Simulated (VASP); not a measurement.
# BaTe (zincblende type) (F-43m) in VASP: further runs, part 2 of 2

VASP 6.6.1. The steps go on from the part before.

## Step 5: Electric field gradients, PBE

This run uses another cell than the first one, of 60.07 Å³/atom.

File INCAR:

```
SYSTEM = BaTe
PREC     = Accurate       ! precision mode
ENCUT    = 520            ! plane-wave cutoff, eV
EDIFF    = 1E-8           ! SCF threshold, eV
ISMEAR   = -1             ! smearing method
SIGMA    = 0.05           ! smearing width, eV
LREAL    = .False.        ! projectors in reciprocal space
LASPH    = .True.         ! aspherical terms in the spheres
NELM     = 80             ! most SCF steps
ALGO     = Normal         ! electronic algorithm
ISIF     = 2              ! what is computed and relaxed
LWAVE    = .False.        ! write WAVECAR
LCHARG   = .False.        ! write CHGCAR
GGA      = PE             ! functional
LEFG     = .True.       
NBANDS   = 15             ! bands
```

File KPOINTS:

```
regular mesh
0
Gamma
  11 11 11
  0 0 0
```

File POSCAR:

```
BaTe
1.0
    0.0000000000      3.9164595728      3.9164595728
    3.9164595728      0.0000000000      3.9164595728
    3.9164595728      3.9164595728      0.0000000000
Ba Te
1 1
Direct
    0.0000000000      0.0000000000      0.0000000000
    0.2500000000      0.2500000000      0.2500000000
```

Potentials or basis: VASP PAW PBE potentials, release 64 (Ba_sv, Te).

The run is started by

```
> cat potpaw_PBE.64/Ba_sv/POTCAR potpaw_PBE.64/Te/POTCAR > POTCAR
> mpirun -np 1 vasp_std > vasp.out
```

OUTCAR:

```text
SYSTEM = BaTe
   PREC = Accurate
   ENCUT = 520
   EDIFF = 1E-8
   ISMEAR = -1
   LREAL = .False.
   LASPH = .True.
   NELM = 80
   ISIF = 2
   GGA = PE

 ion  position               nearest neighbor table
   1  0.000  0.000  0.000-   2 3.39   2 3.39   2 3.39   2 3.39
   2  0.250  0.250  0.250-   1 3.39   1 3.39   1 3.39   1 3.39

  LATTYP: Found a face centered cubic cell.
 ALAT       =     7.8329191456

  Lattice vectors:

 A1 = (   0.0000000000,   3.9164595728,   3.9164595728)
 A2 = (   3.9164595728,   0.0000000000,   3.9164595728)
 A3 = (   3.9164595728,   3.9164595728,   0.0000000000)

Analysis of symmetry for initial positions (statically):
=====================================================================
 Subroutine PRICEL returns:
 Original cell was already a primitive cell.

 Routine SETGRP: Setting up the symmetry group for a
 face centered cubic supercell.

 Subroutine GETGRP returns: Found 24 space group operations
 (whereof 24 operations were pure point group operations)
 out of a pool of 48 trial point group operations.

The static configuration has the point symmetry T_d .

Analysis of symmetry for dynamics (positions and initial velocities):
=====================================================================
 Subroutine PRICEL returns:
 Original cell was already a primitive cell.

 Routine SETGRP: Setting up the symmetry group for a
 face centered cubic supercell.

 Subroutine GETGRP returns: Found 24 space group operations
 (whereof 24 operations were pure point group operations)
 out of a pool of 48 trial point group operations.

The dynamic configuration has the point symmetry T_d .

 Subroutine INISYM returns: Found 24 space group operations
 (whereof 24 operations are pure point group operations),
 and found     1 'primitive' translations

----------------------------------------------------------------------------------------

                                     Primitive cell

  volume of cell :     120.1464

  direct lattice vectors                    reciprocal lattice vectors
     0.000000000  3.916459573  3.916459573    -0.127666325  0.127666325  0.127666325
     3.916459573  0.000000000  3.916459573     0.127666325 -0.127666325  0.127666325
     3.916459573  3.916459573  0.000000000     0.127666325  0.127666325 -0.127666325

  length of vectors
     5.538710244  5.538710244  5.538710244     0.221124561  0.221124561  0.221124561

  position of ions in fractional coordinates (direct lattice)
     0.000000000  0.000000000  0.000000000
     0.250000000  0.250000000  0.250000000

  ion indices of the primitive-cell ions
   primitive index   ion index
                 1           1
                 2           2

----------------------------------------------------------------------------------------

 KPOINTS: regular mesh

Automatic generation of k-mesh.
 Grid dimensions read from file:
 generate k-points for:   11   11   11

 Generating k-lattice:

  Cartesian coordinates                     Fractional coordinates (reciprocal lattice)
    -0.011606030  0.011606030  0.011606030     0.090909091  0.000000000  0.000000000
[... 80 lines left out ...]
  volume/ion in A,a.u.               =      60.07       405.39
  Fermi-wavevector in a.u.,A,eV,Ry     =   0.836009  1.579829  9.509272  0.698912
  Thomas-Fermi vector in A             =   1.949663
   LORBIT       =      0    0 simple, 1 ext, 2 COOP (PROOUT), +10 PAW based schemes
   GGA     = PE    functional components
   LHFCALC =     F    Hartree Fock is set to
   AEXX    =    0.0000 exact exchange contribution
   IVDW    =     0    specifies the selected vdW correction
   LEPSILON=     F    determine dielectric tensor
   LRPA    =     F    only Hartree local field effects (RPA)
 non-spin polarized calculation
  energy-cutoff  :      520.00
  volume of cell :      120.15
 maximum number of plane-waves:      3287
 NGX is ok and might be reduce to    42
   NGX = 21   NGY = 21   NGZ = 21

 number of electron      16.0000000 magnetization

 Free energy of the ion-electron system (eV)
  ---------------------------------------------------
  ext. energy  EPLUGINS =         0.00000000
  ---------------------------------------------------
  free energy    TOTEN  =        -8.09120633 eV

  energy without entropy =       -8.09120633  energy(sigma->0) =       -8.09120633

 E-fermi :   1.2303     XC(G=0):  -6.6813

 val. band max:        0.0088764626   @ k =  -0.3636   0.4545   0.1818
 cond. band min:       2.5962740043   @ k =   0.0000   0.0000   0.0000
 fundamental gap:      2.5873975417
 Fermi energy:         1.2303143796

 k-point     1 :       0.0000    0.0000    0.0000
  band No.  band energies     occupation
      1     -26.8806      2.00000
      2     -12.0685      2.00000
      3     -12.0685      2.00000
      4     -12.0685      2.00000
      5      -8.7038      2.00000
      6      -0.4122      2.00000
      7      -0.4122      2.00000
      8      -0.4122      2.00000
      9       2.5963      0.00000
     10       4.1431      0.00000
     11       4.1431      0.00000
     12       6.0925      0.00000
     13       6.0925      0.00000
     14       6.0925      0.00000
[... 401 lines left out ...]
      2     -12.1706      2.00000
      3     -12.0903      2.00000
      4     -12.0761      2.00000
      5      -8.5231      2.00000
      6      -0.6422      2.00000
      7      -0.3043      2.00000
      8      -0.2900      2.00000
      9       3.7623      0.00000
     10       3.8707      0.00000
     11       4.1930      0.00000
     12       5.0664      0.00000
     13       5.8883      0.00000
     14       6.4684      0.00000
     15       6.7850      0.00000

 [... further k-points ...]

------------------------ aborting loop because EDIFF is reached ----------------------------------------

  FORCE on cell =-STRESS in cart. coord.  units (eV):
  Direction    XX          YY          ZZ          XY          YZ          ZX
  --------------------------------------------------------------------------------------
  -------------------------------------------------------------------------------------
  Total        0.1324220      0.1324220      0.1324220      0.0000000      0.0000000      0.0000000
  in kB        1.7658740      1.7658740      1.7658740      0.0000000      0.0000000      0.0000000
  external PRESSURE =       1.7658740 kB  Pullay stress =       0.0000000 kB

 VOLUME and BASIS-vectors are now :
 -----------------------------------------------------------------------------
  energy-cutoff  :      520.00
  volume of cell :      120.15
      direct lattice vectors                 reciprocal lattice vectors
     0.000000000  3.916459573  3.916459573    -0.127666325  0.127666325  0.127666325
     3.916459573  0.000000000  3.916459573     0.127666325 -0.127666325  0.127666325
     3.916459573  3.916459573  0.000000000     0.127666325  0.127666325 -0.127666325

 POSITION                                       TOTAL-FORCE (eV/Angst)
 -----------------------------------------------------------------------------------
      0.00000      0.00000      0.00000        -0.000000     -0.000000      0.000000
      1.95823      1.95823      1.95823         0.000000      0.000000     -0.000000
 -----------------------------------------------------------------------------------
    total drift:                               -0.000000     -0.000000     -0.000000

  FREE ENERGIE OF THE ION-ELECTRON SYSTEM (eV)
  ---------------------------------------------------
  free  energy   TOTEN  =        -8.0912063289 eV

  energy  without entropy=       -8.0912063289  energy(sigma->0) =       -8.09120633

 Electric field gradients (V/A^2)
---------------------------------------------------------------------
 ion       V_xx      V_yy      V_zz      V_xy      V_xz      V_yz
---------------------------------------------------------------------
   1      -0.000    -0.000    -0.000    -0.000    -0.000    -0.000
   2      -0.000     0.000    -0.000     0.000     0.000     0.000
---------------------------------------------------------------------

 Electric field gradients after diagonalization (V/A^2)
 (convention: |V_zz| > |V_xx| > |V_yy|)
----------------------------------------------------------------------
 ion       V_xx      V_yy      V_zz     asymmetry (V_yy - V_xx)/ V_zz
----------------------------------------------------------------------
   1       0.000     0.000    -0.001       0.000
   2      -0.000    -0.000     0.000       0.000
----------------------------------------------------------------------

           NMR quadrupolar parameters

 Cq : quadrupolar parameter    Cq=e*Q*V_zz/h
 eta: asymmetry parameters     (V_yy - V_xx)/ V_zz
 Q  : nuclear electric quadrupole moment in mb (millibarn)
----------------------------------------------------------------------
 ion       Cq(MHz)       eta       Q (mb)
----------------------------------------------------------------------
   1      -0.000       0.000       1.000
   2       0.000       0.000       1.000
----------------------------------------------------------------------
```

Wall time 3.3 min (1 thread of Intel Xeon 8259CL, shared host); peak memory 0.32 GiB.

Results:

- Free energy: -8.0912 eV
- Pressure: 0.2 GPa
- Band gap on the k mesh: 2.59 eV (least direct gap 2.94 eV)
- Largest electric field gradient by atom: zero within the noise of the run

Levels at points of the mesh, in eV from the valence-band top:
```tsv
k point	band 6	band 7	band 8	band 9	band 10	band 11
(0.00, 0.00, 0.00)	-0.42	-0.42	-0.42	2.59	4.13	4.13
```

Caveat: spin-orbit coupling is left out, which moves the levels of the heavy elements; an odd mesh through Γ misses points on the zone boundary, where band edges can lie.

## Step 6: Electric field gradients, PBE (61.27 Å³/atom)

This run uses another cell than the first one, of 61.27 Å³/atom.

File INCAR:

```
PREC     = Accurate       # precision mode
ENCUT    = 520            # plane-wave cutoff, eV
EDIFF    = 1E-8           # SCF threshold, eV
ISMEAR   = -1             # smearing method
SIGMA    = 0.05           # smearing width, eV
LREAL    = False          # projectors in reciprocal space
LASPH    = True           # aspherical terms in the spheres
NELM     = 80             # most SCF steps
ALGO     = Normal         # electronic algorithm
ISIF     = 2              # what is computed and relaxed
LWAVE    = False          # write WAVECAR
LCHARG   = False          # write CHGCAR
GGA      = PE             # functional
LEFG     = True         
NBANDS   = 15             # bands
```

File KPOINTS:

```
Automatic mesh
0
Gamma
  11 11 11
```

File POSCAR:

```
BaTe
1.0
    0.0000000000      3.9423971470      3.9423971470
    3.9423971470      0.0000000000      3.9423971470
    3.9423971470      3.9423971470      0.0000000000
Ba Te
1 1
Direct
    0.0000000000      0.0000000000      0.0000000000
    0.2500000000      0.2500000000      0.2500000000
```

Potentials or basis: VASP PAW PBE potentials, release 64 (Ba_sv, Te).

The run is started by

```
> cat potpaw_PBE.64/Ba_sv/POTCAR potpaw_PBE.64/Te/POTCAR > POTCAR
> mpirun -np 1 vasp_std > vasp.out
```

OUTCAR:

```text
PREC = Accurate
   ENCUT = 520
   EDIFF = 1E-8
   ISMEAR = -1
   LREAL = False
   LASPH = True
   NELM = 80
   ISIF = 2
   GGA = PE

 ion  position               nearest neighbor table
   1  0.000  0.000  0.000-   2 3.41   2 3.41   2 3.41   2 3.41
   2  0.250  0.250  0.250-   1 3.41   1 3.41   1 3.41   1 3.41

  LATTYP: Found a face centered cubic cell.
 ALAT       =     7.8847942940

  Lattice vectors:

 A1 = (   0.0000000000,   3.9423971470,   3.9423971470)
 A2 = (   3.9423971470,   0.0000000000,   3.9423971470)
 A3 = (   3.9423971470,   3.9423971470,   0.0000000000)

Analysis of symmetry for initial positions (statically):
=====================================================================
 Subroutine PRICEL returns:
 Original cell was already a primitive cell.

 Routine SETGRP: Setting up the symmetry group for a
 face centered cubic supercell.

 Subroutine GETGRP returns: Found 24 space group operations
[... 619 lines left out ...]
  volume of cell :      122.55
      direct lattice vectors                 reciprocal lattice vectors
     0.000000000  3.942397147  3.942397147    -0.126826390  0.126826390  0.126826390
     3.942397147  0.000000000  3.942397147     0.126826390 -0.126826390  0.126826390
     3.942397147  3.942397147  0.000000000     0.126826390  0.126826390 -0.126826390

 POSITION                                       TOTAL-FORCE (eV/Angst)
 -----------------------------------------------------------------------------------
      0.00000      0.00000      0.00000         0.000000      0.000000      0.000000
      1.97120      1.97120      1.97120        -0.000000     -0.000000     -0.000000
 -----------------------------------------------------------------------------------
    total drift:                               -0.000000     -0.000000     -0.000000

  FREE ENERGIE OF THE ION-ELECTRON SYSTEM (eV)
  ---------------------------------------------------
  free  energy   TOTEN  =        -8.0911237686 eV

  energy  without entropy=       -8.0911237685  energy(sigma->0) =       -8.09112377

 Electric field gradients (V/A^2)
---------------------------------------------------------------------
 ion       V_xx      V_yy      V_zz      V_xy      V_xz      V_yz
---------------------------------------------------------------------
   1      -0.000     0.000     0.000    -0.000    -0.000    -0.000
   2       0.000     0.000     0.000     0.000     0.000     0.000
---------------------------------------------------------------------

 Electric field gradients after diagonalization (V/A^2)
 (convention: |V_zz| > |V_xx| > |V_yy|)
----------------------------------------------------------------------
 ion       V_xx      V_yy      V_zz     asymmetry (V_yy - V_xx)/ V_zz
----------------------------------------------------------------------
   1       0.000     0.000    -0.000       0.000
   2      -0.000    -0.000     0.000       0.000
----------------------------------------------------------------------

           NMR quadrupolar parameters

 Cq : quadrupolar parameter    Cq=e*Q*V_zz/h
 eta: asymmetry parameters     (V_yy - V_xx)/ V_zz
 Q  : nuclear electric quadrupole moment in mb (millibarn)
----------------------------------------------------------------------
 ion       Cq(MHz)       eta       Q (mb)
----------------------------------------------------------------------
   1      -0.000       0.000       1.000
   2       0.000       0.000       1.000
----------------------------------------------------------------------
```

OSZICAR:

```text
N       E                     dE             d eps       ncg     rms          rms(c)
DAV:   1     0.945668749134E+02    0.94567E+02   -0.58032E+03  1680   0.845E+02
DAV:   2    -0.842718012448E+00   -0.95410E+02   -0.87675E+02  2273   0.148E+02
DAV:   3    -0.825893325394E+01   -0.74162E+01   -0.73702E+01  2405   0.473E+01
DAV:   4    -0.848251709562E+01   -0.22358E+00   -0.22353E+00  2328   0.802E+00
[... 11 lines left out ...]
DAV:  16    -0.809112383509E+01   -0.71429E-07   -0.21851E-07  2051   0.198E-03    0.128E-03
DAV:  17    -0.809112377705E+01    0.58044E-07   -0.19323E-08  2093   0.807E-04    0.323E-04
DAV:  18    -0.809112374056E+01    0.36489E-07   -0.23372E-09  1435   0.268E-04    0.222E-04
DAV:  19    -0.809112376569E+01   -0.25134E-07   -0.56742E-10   861   0.122E-04    0.479E-05
DAV:  20    -0.809112376860E+01   -0.29091E-08   -0.56812E-11   840   0.457E-05
   1 F= -.80911238E+01 E0= -.80911238E+01  d E =-.863124E-10
```

stdout:

```text
POSCAR found type information on POSCAR BaTe
 POSCAR found :  2 types and       2 ions
 scaLAPACK will be used
 LDA part: xc-table for (Slater+PW92), standard interpolation
 POSCAR, INCAR and KPOINTS ok, starting setup
 FFT: planning ... GRIDC
 FFT: planning ... GRID_SOFT
 FFT: planning ... GRID
 WAVECAR not read
 entering main loop
ion   1

ion   2
```

Wall time 3.5 min (1 thread of Intel Xeon 8259CL, shared host); peak memory 0.32 GiB.

Results:

| Item | Value |
| --- | --- |
| Free energy | -8.0911 eV |
| Pressure | -0.2 GPa |
| Band gap on the k mesh | 2.56 eV (least direct gap 2.94 eV) |
| Largest electric field gradient by atom | zero within the noise of the run |

Caveat: spin-orbit coupling is left out, which moves the levels of the heavy elements; an odd mesh through Γ misses points on the zone boundary, where band edges can lie.

## Step 7: Overview

| cell | gap on the mesh (eV) | pressure (GPa) |
| --- | --- | --- |
| a = 5.464 Å, angles 60.0°, 2 atoms | 2.64 | 1.0 |
| a = 5.502 Å, angles 60.0°, 2 atoms | 2.62 | 0.6 |
| a = 5.539 Å, angles 60.0°, 2 atoms | 2.59 | 0.2 |
| a = 5.575 Å, angles 60.0°, 2 atoms | 2.56 | -0.2 |

Alike in all rows: task electric field gradients; level PBE; potentials or basis VASP PAW PBE potentials, release 64 (Ba_sv, Te); no spin polarisation; k mesh 11 × 11 × 11; cutoff (eV) 520; smearing fermi-dirac 0.05 eV.

Caveats: spin-orbit coupling is left out, which moves the levels of the heavy elements; an odd mesh through Γ misses points on the zone boundary, where band edges can lie.

Absolute energies hang on the potentials; compare differences alone.
